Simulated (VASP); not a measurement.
Set up this calculation in VASP 6.6.1, as the native input.

```yaml
Task: single point
Functional: PBE
Dispersion: D3(BJ)
Potentials_or_basis: VASP PAW PBE potentials, release 64 (B, H)
Cutoff: 420 eV
k_mesh: 1 × 1 × 1
Occupations: gaussian, width 0.005 eV
Spin: collinear spin
Starting_moments: "[1.0, 0.0, 0.0] μB"
Dipole_correction: no
Further_INCAR_settings: ALGO = Normal; EDIFF = 1e-06; NBANDS = 14; ISYM = 0; NELMDL = -8
```

The structure of BH2 lies in POSCAR:

```
BH2
1.0
   15.0000000000      0.0000000000      0.0000000000
    0.0000000000     15.5000000000      0.0000000000
    0.0000000000      0.0000000000     16.0000000000
B H
1 2
Direct
    0.4995386595      0.4994807475      0.4788250782
    0.5724084125      0.5014016814      0.5091740253
    0.4280529280      0.4991175710      0.5120008965
```

One way to write it, as run:

INCAR

```
ALGO = Normal
EDIFF = 1E-6
ENCUT = 420
GGA = PE
GGA_COMPAT = F
ISIF = 2
ISMEAR = 0
ISPIN = 2
ISYM = 0
IVDW = 12
LASPH = T
LCHARG = F
LORBIT = 11
LREAL = F
LWAVE = F
MAGMOM = 1 0 0
NBANDS = 14
NELM = 200
NELMDL = -8
PREC = Accurate
SIGMA = 0.005
```

KPOINTS

```
k-points
0
Gamma
  1 1 1
```

Potentials or basis: VASP PAW PBE potentials, release 64 (B, H).

Run with:

```console
$ cat potpaw_PBE.64/B/POTCAR potpaw_PBE.64/H/POTCAR > POTCAR
$ mpirun -np 1 vasp_gam > vasp.out
```

Results of the run:

| Quantity | Value |
| --- | --- |
| Largest force | 0.013 eV/Å |
| Gap between the frontier levels | 1.47 eV |
| Net moment | 1.00 μB per cell |
| Site moments | B +0.41; H +0.01 μB |
| Valence electrons inside the program's atomic spheres | B 1.73; H 0.63 |
| Dispersion energy per atom | -0.005 eV |

Wall time 6.7 min on 1 thread of Intel(R) Xeon(R) Platinum 8375C CPU @ 2.90GHz (Ice Lake), on a shared host, peak memory 2.5 GiB.
